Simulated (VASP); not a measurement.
# MgS (Niningerite) (Fm-3m) in VASP: further runs

MgS (Niningerite) is run at these levels: LDA, PBEsol, r2SCAN; tasks: single point.

Program: VASP 6.6.1. These are calculated values, not measurements. Logs are shortened: lines on timing, memory, paths and dates and some standing lists are left out, and cuts for length are marked.

**1. The cell of the first run**

Symmetry: Fm-3m, No. 225, cubic system. Conventional cell: a = 5.305 Å, b = 5.305 Å, c = 5.305 Å, α = 90.00°, β = 90.00°, γ = 90.00°. S (site symmetry m-3m) has 6 Mg at 2.65 Å within 3.5 Å. Mg (site symmetry m-3m) has 6 S at 2.65 Å within 3.5 Å.

**2. Single point, LDA**

INCAR

```
SYSTEM = MgS
PREC     = Accurate       ! precision mode
ENCUT    = 520            ! plane-wave cutoff, eV
EDIFF    = 1E-6           ! SCF threshold, eV
ISMEAR   = -1             ! smearing method
SIGMA    = 0.05           ! smearing width, eV
LREAL    = .FALSE.        ! projectors in reciprocal space
LASPH    = .TRUE.         ! aspherical terms in the spheres
NELM     = 80             ! most SCF steps
ALGO     = Normal         ! electronic algorithm
ISIF     = 2              ! what is computed and relaxed
LWAVE    = .FALSE.        ! write WAVECAR
LCHARG   = .FALSE.        ! write CHGCAR
NBANDS   = 11             ! bands
```

KPOINTS

```
regular mesh
0
G
  9 9 9
  0 0 0
```

POSCAR

```
MgS
1.0
    0.0000000000      2.6526756995      2.6526756995
    2.6526756995      0.0000000000      2.6526756995
    2.6526756995      2.6526756995      0.0000000000
S Mg
1 1
Direct
    0.5000000000      0.5000000000      0.5000000000
    0.0000000000      0.0000000000      0.0000000000
```

Potentials or basis: VASP PAW LDA potentials, release 64 (S, Mg).

Command:

```sh
$ cat potpaw_LDA.64/S/POTCAR potpaw_LDA.64/Mg/POTCAR > POTCAR
$ mpirun -np 1 vasp_std > vasp.out
```

OUTCAR:

```text
SYSTEM = MgS
   PREC = Accurate
   ENCUT = 520
   EDIFF = 1E-6
   ISMEAR = -1
   LREAL = .FALSE.
   LASPH = .TRUE.
   NELM = 80
   ISIF = 2

 ion  position               nearest neighbor table
   1  0.500  0.500  0.500-   2 2.65   2 2.65   2 2.65   2 2.65   2 2.65   2 2.65
   2  0.000  0.000  0.000-   1 2.65   1 2.65   1 2.65   1 2.65   1 2.65   1 2.65

  LATTYP: Found a face centered cubic cell.
 ALAT       =     5.3053513990

  Lattice vectors:

 A1 = (   0.0000000000,   2.6526756995,   2.6526756995)
 A2 = (   2.6526756995,   0.0000000000,   2.6526756995)
 A3 = (   2.6526756995,   2.6526756995,   0.0000000000)

Analysis of symmetry for initial positions (statically):
=====================================================================
 Subroutine PRICEL returns:
 Original cell was already a primitive cell.

 Routine SETGRP: Setting up the symmetry group for a
 face centered cubic supercell.

 Subroutine GETGRP returns: Found 48 space group operations
 (whereof 48 operations were pure point group operations)
 out of a pool of 48 trial point group operations.

The static configuration has the point symmetry O_h .

Analysis of symmetry for dynamics (positions and initial velocities):
=====================================================================
 Subroutine PRICEL returns:
 Original cell was already a primitive cell.

 Routine SETGRP: Setting up the symmetry group for a
 face centered cubic supercell.

 Subroutine GETGRP returns: Found 48 space group operations
 (whereof 48 operations were pure point group operations)
 out of a pool of 48 trial point group operations.

The dynamic configuration has the point symmetry O_h .

 Subroutine INISYM returns: Found 48 space group operations
 (whereof 48 operations are pure point group operations),
 and found     1 'primitive' translations

----------------------------------------------------------------------------------------

                                     Primitive cell

  volume of cell :      37.3321

  direct lattice vectors                    reciprocal lattice vectors
     0.000000000  2.652675700  2.652675700    -0.188488928  0.188488928  0.188488928
     2.652675700  0.000000000  2.652675700     0.188488928 -0.188488928  0.188488928
     2.652675700  2.652675700  0.000000000     0.188488928  0.188488928 -0.188488928

  length of vectors
     3.751449951  3.751449951  3.751449951     0.326472401  0.326472401  0.326472401

  position of ions in fractional coordinates (direct lattice)
     0.500000000  0.500000000  0.500000000
     0.000000000  0.000000000  0.000000000

  ion indices of the primitive-cell ions
   primitive index   ion index
                 1           1
                 2           2

----------------------------------------------------------------------------------------

 KPOINTS: regular mesh

Automatic generation of k-mesh.
 Grid dimensions read from file:
 generate k-points for:    9    9    9

 Generating k-lattice:

  Cartesian coordinates                     Fractional coordinates (reciprocal lattice)
    -0.020943214  0.020943214  0.020943214     0.111111111  0.000000000  0.000000000
     0.020943214 -0.020943214  0.020943214     0.000000000  0.111111111  0.000000000
     0.020943214  0.020943214 -0.020943214     0.000000000  0.000000000  0.111111111

  Length of vectors
     0.036274711  0.036274711  0.036274711

  Shift w.r.t. Gamma in fractional coordinates (k-lattice)
     0.000000000  0.000000000  0.000000000

 Subroutine IBZKPT returns following result:
 ===========================================

 Found     35 irreducible k-points:

 Following reciprocal coordinates:
            Coordinates               Weight
  0.000000  0.000000  0.000000      1.000000
  0.111111  0.000000  0.000000      8.000000
  0.222222  0.000000  0.000000      8.000000
  0.333333  0.000000  0.000000      8.000000
  0.444444  0.000000  0.000000      8.000000
  0.111111  0.111111  0.000000      6.000000
[... 16 lines left out ...]
 -0.333333  0.333333  0.000000     12.000000
  0.444444  0.444444  0.000000      6.000000
 [... further k-points ...]
   k-points           NKPTS =     35   k-points in BZ     NKDIM =     35   number of bands    NBANDS=     11
   number of dos      NEDOS =    301   number of ions     NIONS =      2
   total plane-waves  NPLWV =  21952
   dimension x,y,z NGX =    28 NGY =   28 NGZ =   28
   dimension x,y,z NGXF=    56 NGYF=   56 NGZF=   56
   ions per type =               1   1
   NGX,Y,Z   is equivalent  to a cutoff of  12.41, 12.41, 12.41 a.u.
   NGXF,Y,Z  is equivalent  to a cutoff of  24.82, 24.82, 24.82 a.u.
 SYSTEM =  MgS
   PREC   = accura    normal or accurate (medium, high low for compatibility)
   ISTART =      0    job   : 0-new  1-cont  2-samecut
   ICHARG =      2    charge: 1-file 2-atom 10-const
   ISPIN  =      1    spin polarized calculation?
   LNONCOLLINEAR =      F non collinear calculations
   LSORBIT =      F    spin-orbit coupling
   LASPH  =      T    aspherical Exc in radial PAW
   ENCUT  =  520.0 eV  38.22 Ry    6.18 a.u.   6.98  6.98  6.98*2*pi/ulx,y,z
   NELM   =     80;   NELMIN=  2; NELMDL= -5     # of ELM steps
   EDIFF  = 0.1E-05   stopping-criterion for ELM
   LREAL  =      F    real-space projection
   EDIFFG = 0.1E-04   stopping-criterion for IOM
   NSW    =      0    number of steps for IOM
   IBRION =     -1    ionic relax: 0-MD 1-quasi-New 2-CG
   NFREE  =      0    steps in history (QN), initial steepest desc. (CG)
   ISIF   =      2    stress and relaxation
   ISYM   =      2    0-nonsym 1-usesym 2-fastsym
   POTIM  = 0.5000    time-step for ionic-motion
   TEBEG  =    0.0;   TEEND  =   0.0 temperature during run
   PSTRESS=    0.0 pullay stress
   NELECT =       8.0000    total number of electrons
   NUPDOWN=      -1.0000    fix difference up-down
   EMIN   =  10.00;   EMAX   =-10.00  energy-range for DOS
   EFERMI =   0.00;   METHOD = LEGACY
   ISMEAR =    -1;   SIGMA  =   0.05  broadening in eV -4-tet -1-fermi 0-gaus
   EFERMI_NEDOS =   21; number of points for ismear=-14 and -15
   IALGO  =     38    algorithm
   IMIX   =      4    mixing-type and parameters
     AMIX     =   0.40;   BMIX     =  1.00
     AMIX_MAG =   1.60;   BMIX_MAG =  1.00
  volume/ion in A,a.u.               =      18.67       125.96
  Fermi-wavevector in a.u.,A,eV,Ry     =   0.979664  1.851297 13.058088  0.959742
  Thomas-Fermi vector in A             =   2.110535
   LORBIT       =      0    0 simple, 1 ext, 2 COOP (PROOUT), +10 PAW based schemes
   GGA     = CA    functional components
   LHFCALC =     F    Hartree Fock is set to
   AEXX    =    0.0000 exact exchange contribution
   IVDW    =     0    specifies the selected vdW correction
   LEPSILON=     F    determine dielectric tensor
   LRPA    =     F    only Hartree local field effects (RPA)
 non-spin polarized calculation
  energy-cutoff  :      520.00
  volume of cell :       37.33
 maximum number of plane-waves:      1018
   NGX = 13   NGY = 13   NGZ = 13

 number of electron       8.0000001 magnetization

 Free energy of the ion-electron system (eV)
  ---------------------------------------------------
  ext. energy  EPLUGINS =         0.00000000
  ---------------------------------------------------
  free energy    TOTEN  =        -9.49679088 eV

  energy without entropy =       -9.49679088  energy(sigma->0) =       -9.49679088

 E-fermi :   4.0573     XC(G=0):  -9.7508

 val. band max:        3.0730558985   @ k =   0.0000   0.0000   0.0000
 cond. band min:       5.6333751847   @ k =   0.4444   0.4444   0.0000
 fundamental gap:      2.5603192862
 Fermi energy:         4.0572712061

 k-point     1 :       0.0000    0.0000    0.0000
  band No.  band energies     occupation
      1      -9.2478      2.00000
      2       3.0731      2.00000
      3       3.0731      2.00000
      4       3.0731      2.00000
      5       6.1263      0.00000
      6      10.9399      0.00000
      7      10.9399      0.00000
      8      10.9399      0.00000
      9      13.2705      0.00000
     10      13.2705      0.00000
     11      15.2834      0.00000

 k-point     2 :       0.1111    0.0000    0.0000
  band No.  band energies     occupation
      1      -9.1370      2.00000
      2       2.2066      2.00000
      3       3.0005      2.00000
      4       3.0005      2.00000
      5       6.8417      0.00000
      6      10.6098      0.00000
      7      11.1311      0.00000
      8      11.1311      0.00000
      9      12.6180      0.00000
     10      12.6180      0.00000
     11      15.1186      0.00000

 k-point     3 :       0.2222    0.0000    0.0000
  band No.  band energies     occupation
      1      -8.8311      2.00000
      2       0.7154      2.00000
      3       2.8312      2.00000
      4       2.8312      2.00000
      5       7.5731      0.00000
      6      10.7077      0.00000
      7      10.8500      0.00000
      8      10.8500      0.00000
      9      12.8359      0.00000
     10      12.8359      0.00000
     11      14.4493      0.00000

 k-point     4 :       0.3333    0.0000    0.0000
  band No.  band energies     occupation
      1      -8.4236      2.00000
      2      -0.6173      2.00000
      3       2.6594      2.00000
      4       2.6594      2.00000
      5       7.5423      0.00000
      6      10.1749      0.00000
      7      10.1749      0.00000
      8      11.7054      0.00000
      9      14.0689      0.00000
     10      14.3211      0.00000
     11      14.3211      0.00000
[... 239 lines left out ...]
 k-point    22 :      -0.4444    0.3333    0.0000
  band No.  band energies     occupation
      1      -7.7601      2.00000
      2      -0.5930      2.00000
      3       0.4399      2.00000
      4       1.7722      2.00000
      5       6.6278      0.00000
      6       9.2414      0.00000
      7      12.4901      0.00000
      8      12.4958      0.00000
      9      14.6931      0.00000
     10      16.9717      0.00000
     11      18.8839      0.00000

 k-point    23 :      -0.3333    0.3333    0.0000
  band No.  band energies     occupation
      1      -7.7866      2.00000
      2      -0.3862      2.00000
      3      -0.0494      2.00000
      4       2.0191      2.00000
      5       7.2272      0.00000
      6      10.4073      0.00000
      7      11.5953      0.00000
      8      11.9487      0.00000
      9      14.1605      0.00000
     10      15.2998      0.00000
     11      18.8705      0.00000

 k-point    24 :       0.4444    0.4444    0.0000
  band No.  band energies     occupation
      1      -7.7831      2.00000
      2      -0.8002      2.00000
      3       1.5280      2.00000
      4       1.5280      2.00000
      5       5.6334      0.00000
      6       7.5507      0.00000
      7      13.9625      0.00000
      8      15.3076      0.00000
      9      15.3076      0.00000
     10      15.5494      0.00000
     11      18.9841      0.00000

 [... further k-points ...]

------------------------ aborting loop because EDIFF is reached ----------------------------------------

  FORCE on cell =-STRESS in cart. coord.  units (eV):
  Direction    XX          YY          ZZ          XY          YZ          ZX
  --------------------------------------------------------------------------------------
  -------------------------------------------------------------------------------------
  Total       -1.7198012     -1.7198012     -1.7198012      0.0000000      0.0000000     -0.0000000
  in kB      -73.8084942    -73.8084942    -73.8084942      0.0000000      0.0000000     -0.0000000
  external PRESSURE =     -73.8084942 kB  Pullay stress =       0.0000000 kB

 VOLUME and BASIS-vectors are now :
 -----------------------------------------------------------------------------
  energy-cutoff  :      520.00
  volume of cell :       37.33
      direct lattice vectors                 reciprocal lattice vectors
     0.000000000  2.652675700  2.652675700    -0.188488928  0.188488928  0.188488928
     2.652675700  0.000000000  2.652675700     0.188488928 -0.188488928  0.188488928
     2.652675700  2.652675700  0.000000000     0.188488928  0.188488928 -0.188488928

 POSITION                                       TOTAL-FORCE (eV/Angst)
 -----------------------------------------------------------------------------------
      2.65268      2.65268      2.65268         0.000000     -0.000000      0.000000
      0.00000      0.00000      0.00000        -0.000000      0.000000     -0.000000
 -----------------------------------------------------------------------------------
    total drift:                                0.000000      0.000000      0.000000

  FREE ENERGIE OF THE ION-ELECTRON SYSTEM (eV)
  ---------------------------------------------------
  free  energy   TOTEN  =        -9.4967908786 eV

  energy  without entropy=       -9.4967908785  energy(sigma->0) =       -9.49679088
```

It took 11 s on 1 thread of Intel Xeon Platinum 8259CL at 2.50GHz (Skylake/Cascade Lake), shared host; peak memory 0.14 GiB.

Results:

- Free energy: -9.4968 eV
- Pressure: -7.4 GPa
- Band gap on the k mesh: 2.56 eV, indirect (least direct gap 3.05 eV)

A k mesh can miss the band edges.

**3. Single point, PBEsol**

INCAR

```
SYSTEM = MgS
  PREC = Accurate
  ENCUT = 520
  EDIFF = 1E-6
  ISMEAR = -1
  SIGMA = 0.05
  LREAL = .False.
  LASPH = .True.
  NELM = 80
  ALGO = Normal
  ISIF = 2
  LWAVE = .False.
  LCHARG = .False.
  GGA = PS
  NBANDS = 11
```

KPOINTS

```
Automatic mesh
0
Gamma
  9 9 9
  0 0 0
```

POSCAR is that of step 2.

Potentials or basis: VASP PAW PBE potentials, release 64 (S, Mg).

Command:

```sh
$ cat potpaw_PBE.64/S/POTCAR potpaw_PBE.64/Mg/POTCAR > POTCAR
$ mpirun -np 1 vasp_std > vasp.out
```

It took 5.6 s on 1 thread of Intel Xeon 6975P-C (Granite Rapids), shared host; peak memory 0.16 GiB.

Results (log left out):

```yaml
Free_energy: -9.0324 eV
Pressure: -5.0 GPa
Band_gap_on_the_k_mesh: 2.71 eV, indirect (least direct gap 3.16 eV)
```

Levels at points of the mesh, in eV from the valence-band top:
```
           k point  band 2  band 3  band 4  band 5  band 6  band 7
(0.00, 0.00, 0.00)    0.00    0.00    0.00    3.16    7.88    7.88
```

Caveat: the PAW data sets were made with another functional, which shifts forces and pressure a little. A k mesh can miss the band edges.

**4. Single point, r2SCAN**

This run uses another cell than the first one, of 16.91 Å³/atom, 0.906 times its volume.

POSCAR

```
MgS
1.0
    0.0000000000      2.5664882573      2.5664882573
    2.5664882573      0.0000000000      2.5664882573
    2.5664882573      2.5664882573      0.0000000000
S Mg
1 1
Direct
    0.5000000000      0.5000000000      0.5000000000
    0.0000000000      0.0000000000      0.0000000000
```

INCAR.step1

```
SYSTEM = MgS
PREC = Accurate
ENCUT = 520
ISMEAR = -1
SIGMA = 0.05
LREAL = .False.
LASPH = .True.
NELM = 100
NBANDS = 11
GGA = PE
ALGO = Normal
EDIFF = 1E-4
LWAVE = .True.
LCHARG = .False.
```

INCAR.step2

```
SYSTEM = MgS
PREC = Accurate
ENCUT = 520
EDIFF = 1E-7
ISMEAR = -1
SIGMA = 0.05
LREAL = .False.
LASPH = .True.
NELM = 100
ALGO = Normal
ISIF = 2
LWAVE = .False.
LCHARG = .False.
METAGGA = R2SCAN
LMIXTAU = .True.
NBANDS = 11
ISTART = 1
```

KPOINTS is that of step 3.

Command:

```sh
$ cat potpaw_PBE.64/S/POTCAR potpaw_PBE.64/Mg/POTCAR > POTCAR
$ cp INCAR.step1 INCAR
$ mpirun -np 1 vasp_std > vasp.out
$ cp INCAR.step2 INCAR
$ mpirun -np 1 vasp_std > vasp.out
```

It took 35 s on 1 thread of Intel Xeon 6975P-C (Granite Rapids), shared host; peak memory 0.17 GiB.

Results (log left out):

| Quantity | Value |
| --- | --- |
| Free energy | -15.4996 eV |
| Pressure | 3.0 GPa |
| Band gap on the k mesh | 3.65 eV, indirect (least direct gap 4.97 eV) |

Levels at points of the mesh, in eV from the valence-band top:
```tsv
k point	band 2	band 3	band 4	band 5	band 6	band 7
(0.00, 0.00, 0.00)	0.00	0.00	0.00	4.97	8.50	8.50
```

Caveat: the PAW data sets were made with another functional, which shifts forces and pressure a little.

**5. Single point, r2SCAN**

This run uses another cell than the first one, of 17.61 Å³/atom, 0.943 times its volume.

POSCAR

```
MgS
1.0
    0.0000000000      2.6016500000      2.6016500000
    2.6016500000      0.0000000000      2.6016500000
    2.6016500000      2.6016500000      0.0000000000
S Mg
1 1
Direct
    0.5000000000      0.5000000000      0.5000000000
    0.0000000000      0.0000000000      0.0000000000
```

INCAR.step1

```
PREC = Accurate ; ENCUT = 520
ISMEAR = -1 ; SIGMA = 0.05
LREAL = F ; LASPH = T
NELM = 60 ; NBANDS = 11
GGA = PE ; ALGO = Normal
EDIFF = 1E-4 ; LWAVE = T
LCHARG = F
```

INCAR.step2

```
PREC = Accurate ; ENCUT = 520
EDIFF = 1E-6 ; ISMEAR = -1
SIGMA = 0.05 ; LREAL = F
LASPH = T ; NELM = 60
ALGO = Normal ; ISIF = 2
LWAVE = F ; LCHARG = F
METAGGA = R2SCAN ; LMIXTAU = T
NBANDS = 11 ; ISTART = 1
```

KPOINTS

```
regular mesh
0
Gamma
  9 9 9
```

Command:

```sh
$ cat potpaw_PBE.64/S/POTCAR potpaw_PBE.64/Mg/POTCAR > POTCAR
$ cp INCAR.step1 INCAR
$ mpirun -np 1 vasp_std > vasp.out
$ cp INCAR.step2 INCAR
$ mpirun -np 1 vasp_std > vasp.out
```

Wall time 29 s (1 thread of Intel Xeon 6975P-C (Granite Rapids), shared host); peak memory 0.17 GiB.

It converged, with:

```
Free energy            : -15.5106 eV
Pressure               : -0.5 GPa
Band gap on the k mesh : 3.56 eV, indirect (least direct gap 4.62 eV)
```

Levels at points of the mesh, in eV from the valence-band top:
```
           k point  band 1  band 2  band 3  band 4  band 5  band 6  band 7  band 8  band 9
(0.00, 0.00, 0.00)  -13.18    0.00    0.00    0.00    4.62    8.53    8.53    8.53   10.94
```

Caveat: the PAW data sets were made with another functional, which shifts forces and pressure a little. A k mesh can miss the band edges.

**6. Overview**

| level | potentials or basis | cell | gap on the mesh (eV) | pressure (GPa) |
| --- | --- | --- | --- | --- |
| LDA | VASP PAW LDA potentials, release 64 (S, Mg) | a = 3.751 Å, angles 60.0°, 2 atoms | 2.56 | -7.4 |
| PBEsol | VASP PAW PBE potentials, release 64 (S, Mg) | a = 3.751 Å, angles 60.0°, 2 atoms | 2.71 | -5.0 |
| r2SCAN | VASP PAW PBE potentials, release 64 (S, Mg) | a = 3.630 Å, angles 60.0°, 2 atoms | 3.65 | 3.0 |
| r2SCAN | VASP PAW PBE potentials, release 64 (S, Mg) | a = 3.679 Å, angles 60.0°, 2 atoms | 3.56 | -0.5 |

Alike in all rows: task single point; no spin polarisation; k mesh 9 × 9 × 9; cutoff (eV) 520; smearing fermi-dirac 0.05 eV.

Caveats: the PAW data sets were made with another functional, which shifts forces and pressure a little (some runs).

Absolute energies hang on the potentials; compare differences alone.
